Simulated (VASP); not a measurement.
# CdTe (F-43m) in VASP: settings compared

Aim: see how the results for CdTe move with the level of theory and the settings. Levels: PBEsol, r2SCAN, LDA, PBE. Tasks: single point, relaxation of cell and atoms.

All numbers are computed with VASP 6.6.1; they aren't measurements. Logs are shortened: lines on timing, memory, paths and dates and some standing lists are left out, and cuts for length are marked.

### Step 1. The cell of the first run

It takes space group F-43m (No. 216, cubic). The conventional cell has a = 6.490 Å, b = 6.490 Å, c = 6.490 Å, α = 90.00°, β = 90.00°, γ = 90.00°. Cd (site symmetry -43m) has 4 Te at 2.81 Å within 3.7 Å. Within 3.7 Å of Te (site symmetry -43m) lie 4 Cd at 2.81 Å.

### Step 2. Single point, PBEsol

The input, INCAR:

```
ALGO = Normal ; EDIFF = 1E-7
ENCUT = 520 ; GGA = PS
ISIF = 2 ; ISMEAR = -1
LASPH = True ; LCHARG = False
LREAL = False ; LWAVE = False
NBANDS = 16 ; NELM = 80
PREC = Accurate ; SIGMA = 0.02
```

The input, KPOINTS:

```
k-points
0
Gamma
  6 6 6
```

The input, POSCAR:

```
CdTe
1.0
    0.0000000000      3.2451351307      3.2451351307
    3.2451351307      0.0000000000      3.2451351307
    3.2451351307      3.2451351307      0.0000000000
Cd Te
1 1
Direct
    0.0000000000      0.0000000000      0.0000000000
    0.2500000000      0.2500000000      0.2500000000
```

Potentials or basis: VASP PAW PBE potentials, release 64 (Cd, Te).

Command:

```console
> cat potpaw_PBE.64/Cd/POTCAR potpaw_PBE.64/Te/POTCAR > POTCAR
> mpirun -np 1 vasp_std > vasp.out
```

OUTCAR:

```text
EDIFF = 1E-7
   ENCUT = 520
   GGA = PS
   ISIF = 2
   ISMEAR = -1
   LASPH = True
   LREAL = False
   NELM = 80
   PREC = Accurate

 ion  position               nearest neighbor table
   1  0.000  0.000  0.000-   2 2.81   2 2.81   2 2.81   2 2.81
   2  0.250  0.250  0.250-   1 2.81   1 2.81   1 2.81   1 2.81

  LATTYP: Found a face centered cubic cell.
 ALAT       =     6.4902702614

  Lattice vectors:

 A1 = (   0.0000000000,   3.2451351307,   3.2451351307)
 A2 = (   3.2451351307,   0.0000000000,   3.2451351307)
 A3 = (   3.2451351307,   3.2451351307,   0.0000000000)

Analysis of symmetry for initial positions (statically):
=====================================================================
 Subroutine PRICEL returns:
 Original cell was already a primitive cell.

 Routine SETGRP: Setting up the symmetry group for a
 face centered cubic supercell.

 Subroutine GETGRP returns: Found 24 space group operations
 (whereof 24 operations were pure point group operations)
 out of a pool of 48 trial point group operations.

The static configuration has the point symmetry T_d .

Analysis of symmetry for dynamics (positions and initial velocities):
=====================================================================
 Subroutine PRICEL returns:
 Original cell was already a primitive cell.

 Routine SETGRP: Setting up the symmetry group for a
 face centered cubic supercell.

 Subroutine GETGRP returns: Found 24 space group operations
 (whereof 24 operations were pure point group operations)
 out of a pool of 48 trial point group operations.

The dynamic configuration has the point symmetry T_d .

 Subroutine INISYM returns: Found 24 space group operations
 (whereof 24 operations are pure point group operations),
 and found     1 'primitive' translations

----------------------------------------------------------------------------------------

                                     Primitive cell

  volume of cell :      68.3484

  direct lattice vectors                    reciprocal lattice vectors
     0.000000000  3.245135131  3.245135131    -0.154076789  0.154076789  0.154076789
     3.245135131  0.000000000  3.245135131     0.154076789 -0.154076789  0.154076789
     3.245135131  3.245135131  0.000000000     0.154076789  0.154076789 -0.154076789

  length of vectors
     4.589314114  4.589314114  4.589314114     0.266868826  0.266868826  0.266868826

  position of ions in fractional coordinates (direct lattice)
     0.000000000  0.000000000  0.000000000
     0.250000000  0.250000000  0.250000000

  ion indices of the primitive-cell ions
   primitive index   ion index
                 1           1
                 2           2

----------------------------------------------------------------------------------------

 KPOINTS: k-points

Automatic generation of k-mesh.
 Grid dimensions read from file:
 generate k-points for:    6    6    6

 Generating k-lattice:

  Cartesian coordinates                     Fractional coordinates (reciprocal lattice)
    -0.025679465  0.025679465  0.025679465     0.166666667  0.000000000  0.000000000
     0.025679465 -0.025679465  0.025679465     0.000000000  0.166666667  0.000000000
     0.025679465  0.025679465 -0.025679465     0.000000000  0.000000000  0.166666667

  Length of vectors
     0.044478138  0.044478138  0.044478138

  Shift w.r.t. Gamma in fractional coordinates (k-lattice)
     0.000000000  0.000000000  0.000000000

 Subroutine IBZKPT returns following result:
 ===========================================

 Found     16 irreducible k-points:

 Following reciprocal coordinates:
            Coordinates               Weight
  0.000000  0.000000  0.000000      1.000000
  0.166667  0.000000  0.000000      8.000000
  0.333333  0.000000  0.000000      8.000000
  0.500000  0.000000  0.000000      4.000000
  0.166667  0.166667  0.000000      6.000000
  0.333333  0.166667  0.000000     24.000000
[... 8 lines left out ...]
 -0.333333  0.333333  0.166667     24.000000
 -0.333333  0.500000  0.166667     12.000000
   k-points           NKPTS =     16   k-points in BZ     NKDIM =     16   number of bands    NBANDS=     16
   number of dos      NEDOS =    301   number of ions     NIONS =      2
   total plane-waves  NPLWV =  46656
   dimension x,y,z NGX =    36 NGY =   36 NGZ =   36
   dimension x,y,z NGXF=    72 NGYF=   72 NGZF=   72
   ions per type =               1   1
   NGX,Y,Z   is equivalent  to a cutoff of  13.04, 13.04, 13.04 a.u.
   NGXF,Y,Z  is equivalent  to a cutoff of  26.08, 26.08, 26.08 a.u.
 SYSTEM =  unknown system
   PREC   = accura    normal or accurate (medium, high low for compatibility)
   ISTART =      0    job   : 0-new  1-cont  2-samecut
   ICHARG =      2    charge: 1-file 2-atom 10-const
   ISPIN  =      1    spin polarized calculation?
   LNONCOLLINEAR =      F non collinear calculations
   LSORBIT =      F    spin-orbit coupling
   LASPH  =      T    aspherical Exc in radial PAW
   ENCUT  =  520.0 eV  38.22 Ry    6.18 a.u.   8.53  8.53  8.53*2*pi/ulx,y,z
   NELM   =     80;   NELMIN=  2; NELMDL= -5     # of ELM steps
   EDIFF  = 0.1E-06   stopping-criterion for ELM
   LREAL  =      F    real-space projection
   EDIFFG = 0.1E-05   stopping-criterion for IOM
   NSW    =      0    number of steps for IOM
   IBRION =     -1    ionic relax: 0-MD 1-quasi-New 2-CG
   NFREE  =      0    steps in history (QN), initial steepest desc. (CG)
   ISIF   =      2    stress and relaxation
   ISYM   =      2    0-nonsym 1-usesym 2-fastsym
   POTIM  = 0.5000    time-step for ionic-motion
   TEBEG  =    0.0;   TEEND  =   0.0 temperature during run
   PSTRESS=    0.0 pullay stress
   NELECT =      18.0000    total number of electrons
   NUPDOWN=      -1.0000    fix difference up-down
   EMIN   =  10.00;   EMAX   =-10.00  energy-range for DOS
   EFERMI =   0.00;   METHOD = LEGACY
   ISMEAR =    -1;   SIGMA  =   0.02  broadening in eV -4-tet -1-fermi 0-gaus
   EFERMI_NEDOS =   21; number of points for ismear=-14 and -15
   IALGO  =     38    algorithm
   IMIX   =      4    mixing-type and parameters
     AMIX     =   0.40;   BMIX     =  1.00
     AMIX_MAG =   1.60;   BMIX_MAG =  1.00
  volume/ion in A,a.u.               =      34.17       230.62
  Fermi-wavevector in a.u.,A,eV,Ry     =   1.049356  1.982995 14.982030  1.101148
  Thomas-Fermi vector in A             =   2.184315
   LORBIT       =      0    0 simple, 1 ext, 2 COOP (PROOUT), +10 PAW based schemes
   GGA     = PS    functional components
   LHFCALC =     F    Hartree Fock is set to
   AEXX    =    0.0000 exact exchange contribution
   IVDW    =     0    specifies the selected vdW correction
   LEPSILON=     F    determine dielectric tensor
   LRPA    =     F    only Hartree local field effects (RPA)
 non-spin polarized calculation
  energy-cutoff  :      520.00
  volume of cell :       68.35
 maximum number of plane-waves:      1868
 NGX is ok and might be reduce to    36
   NGX = 17   NGY = 17   NGZ = 17

 number of electron      17.9999997 magnetization

 Free energy of the ion-electron system (eV)
  ---------------------------------------------------
  ext. energy  EPLUGINS =         0.00000000
  ---------------------------------------------------
  free energy    TOTEN  =        -5.48357752 eV

  energy without entropy =       -5.48357752  energy(sigma->0) =       -5.48357752

 E-fermi :   2.5101     XC(G=0):  -8.7606

 val. band max:        2.1759866235   @ k =   0.0000   0.0000   0.0000
 cond. band min:       2.8234596415   @ k =   0.0000   0.0000   0.0000
 fundamental gap:      0.6474730180
 Fermi energy:         2.5100817746

 k-point     1 :       0.0000    0.0000    0.0000
  band No.  band energies     occupation
      1      -9.0111      2.00000
      2      -6.0693      2.00000
      3      -6.0693      2.00000
      4      -6.0693      2.00000
      5      -5.8078      2.00000
      6      -5.8078      2.00000
[... 8 lines left out ...]
     15      11.5112      0.00000
     16      11.5112      0.00000

 k-point     2 :       0.1667    0.0000    0.0000
  band No.  band energies     occupation
      1      -8.9104      2.00000
      2      -6.0506      2.00000
      3      -6.0506      2.00000
      4      -5.9879      2.00000
      5      -5.8090      2.00000
      6      -5.8090      2.00000
[... 8 lines left out ...]
     15      10.5923      0.00000
     16      10.5923      0.00000

 k-point     3 :       0.3333    0.0000    0.0000
  band No.  band energies     occupation
      1      -8.7083      2.00000
      2      -6.0185      2.00000
      3      -6.0185      2.00000
      4      -5.8051      2.00000
      5      -5.8051      2.00000
      6      -5.7127      2.00000
[... 8 lines left out ...]
     15      10.9987      0.00000
     16      10.9987      0.00000

 k-point     4 :       0.5000    0.0000    0.0000
  band No.  band energies     occupation
      1      -8.6088      2.00000
      2      -6.0060      2.00000
      3      -6.0060      2.00000
      4      -5.7989      2.00000
      5      -5.7989      2.00000
      6      -5.4648      2.00000
[... 8 lines left out ...]
     15      12.4242      0.00000
     16      12.4242      0.00000

 k-point     5 :       0.1667    0.1667    0.0000
  band No.  band energies     occupation
      1      -8.8772      2.00000
      2      -6.0317      2.00000
      3      -6.0317      2.00000
      4      -5.9891      2.00000
      5      -5.8162      2.00000
      6      -5.8001      2.00000
[... 8 lines left out ...]
     15      11.2348      0.00000
     16      11.7522      0.00000

 k-point     6 :       0.3333    0.1667    0.0000
  band No.  band energies     occupation
      1      -8.7099      2.00000
      2      -6.0067      2.00000
      3      -5.9952      2.00000
      4      -5.8600      2.00000
      5      -5.7943      2.00000
      6      -5.7371      2.00000
[... 8 lines left out ...]
     15      11.8312      0.00000
     16      11.8886      0.00000

 k-point     7 :       0.5000    0.1667    0.0000
  band No.  band energies     occupation
      1      -8.5788      2.00000
      2      -5.9920      2.00000
      3      -5.9797      2.00000
      4      -5.8243      2.00000
      5      -5.7959      2.00000
      6      -5.4410      2.00000
[... 8 lines left out ...]
     15      12.0749      0.00000
     16      12.5164      0.00000

 k-point     8 :      -0.3333    0.1667    0.0000
  band No.  band energies     occupation
      1      -8.6111      2.00000
      2      -5.9937      2.00000
      3      -5.9930      2.00000
      4      -5.8114      2.00000
      5      -5.8105      2.00000
      6      -5.5241      2.00000
[... 8 lines left out ...]
     15      11.2466      0.00000
     16      12.4238      0.00000

 k-point     9 :      -0.1667    0.1667    0.0000
  band No.  band energies     occupation
      1      -8.7762      2.00000
      2      -6.0292      2.00000
      3      -6.0150      2.00000
      4      -5.8618      2.00000
      5      -5.8176      2.00000
      6      -5.7854      2.00000
[... 8 lines left out ...]
     15      11.0661      0.00000
     16      11.8263      0.00000

 k-point    10 :       0.3333    0.3333    0.0000
  band No.  band energies     occupation
      1      -8.6124      2.00000
      2      -5.9499      2.00000
      3      -5.9499      2.00000
      4      -5.9004      2.00000
      5      -5.7847      2.00000
      6      -5.6240      2.00000
[... 8 lines left out ...]
     15      12.4198      0.00000
     16      14.0221      0.00000

 k-point    11 :       0.5000    0.3333    0.0000
  band No.  band energies     occupation
      1      -8.5173      2.00000
      2      -5.9489      2.00000
      3      -5.9286      2.00000
      4      -5.8745      2.00000
      5      -5.7858      2.00000
      6      -5.3762      2.00000
[... 8 lines left out ...]
     15      12.8216      0.00000
     16      13.5787      0.00000

 k-point    12 :      -0.3333    0.3333    0.0000
  band No.  band energies     occupation
      1      -8.5177      2.00000
      2      -5.9684      2.00000
      3      -5.9479      2.00000
      4      -5.8357      2.00000
      5      -5.8031      2.00000
      6      -5.3149      2.00000
[... 8 lines left out ...]
     15      11.1199      0.00000
     16      14.2623      0.00000

 k-point    13 :       0.5000    0.5000    0.0000
  band No.  band energies     occupation
      1      -8.4859      2.00000
      2      -5.9142      2.00000
      3      -5.9052      2.00000
      4      -5.9052      2.00000
      5      -5.7770      2.00000
      6      -5.3299      2.00000
[... 8 lines left out ...]
     15      12.9842      0.00000
     16      13.6781      0.00000

 k-point    14 :       0.5000    0.3333    0.1667
  band No.  band energies     occupation
      1      -8.5802      2.00000
      2      -5.9737      2.00000
      3      -5.9662      2.00000
      4      -5.8499      2.00000
      5      -5.7952      2.00000
      6      -5.5007      2.00000
[... 8 lines left out ...]
     15      12.3691      0.00000
     16      13.5390      0.00000

 k-point    15 :      -0.3333    0.3333    0.1667
  band No.  band energies     occupation
      1      -8.5177      2.00000
      2      -5.9661      2.00000
      3      -5.9514      2.00000
      4      -5.8327      2.00000
      5      -5.8049      2.00000
      6      -5.3142      2.00000
[... 8 lines left out ...]
     15      12.5651      0.00000
     16      13.3339      0.00000

 k-point    16 :      -0.3333    0.5000    0.1667
  band No.  band energies     occupation
      1      -8.4872      2.00000
      2      -5.9381      2.00000
      3      -5.9369      2.00000
      4      -5.8561      2.00000
      5      -5.7950      2.00000
      6      -5.2671      2.00000
[... 8 lines left out ...]
     15      13.2033      0.00000
     16      13.4375      0.00000

------------------------ aborting loop because EDIFF is reached ----------------------------------------

  FORCE on cell =-STRESS in cart. coord.  units (eV):
  Direction    XX          YY          ZZ          XY          YZ          ZX
  --------------------------------------------------------------------------------------
  -------------------------------------------------------------------------------------
  Total        0.0671306      0.0671306      0.0671306     -0.0000000     -0.0000000      0.0000000
  in kB        1.5736305      1.5736305      1.5736305     -0.0000000     -0.0000000      0.0000000
  external PRESSURE =       1.5736305 kB  Pullay stress =       0.0000000 kB

 VOLUME and BASIS-vectors are now :
 -----------------------------------------------------------------------------
  energy-cutoff  :      520.00
  volume of cell :       68.35
      direct lattice vectors                 reciprocal lattice vectors
     0.000000000  3.245135131  3.245135131    -0.154076789  0.154076789  0.154076789
     3.245135131  0.000000000  3.245135131     0.154076789 -0.154076789  0.154076789
     3.245135131  3.245135131  0.000000000     0.154076789  0.154076789 -0.154076789

 POSITION                                       TOTAL-FORCE (eV/Angst)
 -----------------------------------------------------------------------------------
      0.00000      0.00000      0.00000         0.000000      0.000000     -0.000000
      1.62257      1.62257      1.62257        -0.000000     -0.000000      0.000000
 -----------------------------------------------------------------------------------
    total drift:                               -0.000000     -0.000000     -0.000000

  FREE ENERGIE OF THE ION-ELECTRON SYSTEM (eV)
  ---------------------------------------------------
  free  energy   TOTEN  =        -5.4835775244 eV

  energy  without entropy=       -5.4835775233  energy(sigma->0) =       -5.48357752
```

It took 8.9 s on 1 thread of Intel Xeon 6975P-C (Granite Rapids), shared host; peak memory 0.2 GiB.

Results:

| Property | Result |
| --- | --- |
| Free energy | -5.4836 eV |
| Pressure | 0.2 GPa |
| Band gap on the k mesh | 0.65 eV, direct |

Levels at points of the mesh, in eV from the valence-band top:
```
           k point  band 6  band 7  band 8  band 9  band 10  band 11  band 12  band 13
(0.00, 0.00, 0.00)   -7.98    0.00    0.00    0.00     0.65     4.55     4.55     4.55
(0.50, 0.00, 0.00)   -7.64   -4.45   -0.78   -0.78     1.73     5.13     5.13     6.93
(0.50, 0.50, 0.00)   -7.51   -4.33   -1.87   -1.87     2.50     2.60     8.70     9.05
```

Caveat: the PAW data sets were made with another functional, which shifts forces and pressure a little; spin-orbit coupling is left out, which moves the levels of the heavy elements.

(Continued in part 2 of 2.)
